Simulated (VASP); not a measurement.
Write the native input for VASP 6.6.1 that does the following.

```yaml
Task: single point
Functional: PBE
Potentials_or_basis: VASP PAW PBE potentials, release 64 (W_sv, Se)
Cutoff: 520 eV
k_mesh: 12 × 12 × 2
Occupations: gaussian, width 0.02 eV
Spin: no spin polarisation
Dipole_correction: no
Further_INCAR_settings: ALGO = Normal; EDIFF = 1e-07; NBANDS = 35
```

The structure of WSe2 lies in POSCAR:

```
WSe2
1.0
    3.3208678969      0.0000000000      0.0000000000
   -1.6604339485      2.8759559613      0.0000000000
    0.0000000000      0.0000000000     15.1942653259
W Se
2 4
Direct
    0.6666666371      0.3333333629      0.7500000000
    0.3333333629      0.6666666371      0.2500000000
    0.3333333037      0.6666666963      0.8604496513
    0.6666666963      0.3333333037      0.3604496513
    0.3333333037      0.6666666963      0.6395503487
    0.6666666963      0.3333333037      0.1395503487
```

This cell differs from its parent crystal: uniaxial strain along c: +1.0 %, then relaxed in part.

One way to write it, as run:

INCAR

```
PREC = Accurate
ENCUT = 520
EDIFF = 1E-7
ISMEAR = 0
SIGMA = 0.02
LREAL = F
LASPH = T
NELM = 100
ALGO = Normal
ISIF = 2
LWAVE = F
LCHARG = F
GGA = PE
NBANDS = 35
```

KPOINTS

```
regular mesh
0
Gamma
  12 12 2
```

Potentials or basis: VASP PAW PBE potentials, release 64 (W_sv, Se).

Launch:

```bash
$ cat potpaw_PBE.64/W_sv/POTCAR potpaw_PBE.64/Se/POTCAR > POTCAR
$ mpirun -np 1 vasp_std > vasp.out
```

It gave:

```
Pressure               : 0.2 GPa
Largest force          : 0.044 eV/Å
Band gap on the k mesh : 1.47 eV (least direct gap 1.52 eV)
```

Caveat: the cell differs from its parent crystal (uniaxial strain along c: +1.0 %, then relaxed in part); spin-orbit coupling is left out, which moves the levels of the heavy elements; this functional lacks dispersion, which binds layers or chains, so the pressure and a relaxed spacing across them are unreliable.

Wall time 7.1 min on 1 thread of AMD EPYC 7R13, on a shared host, peak memory 0.38 GiB.
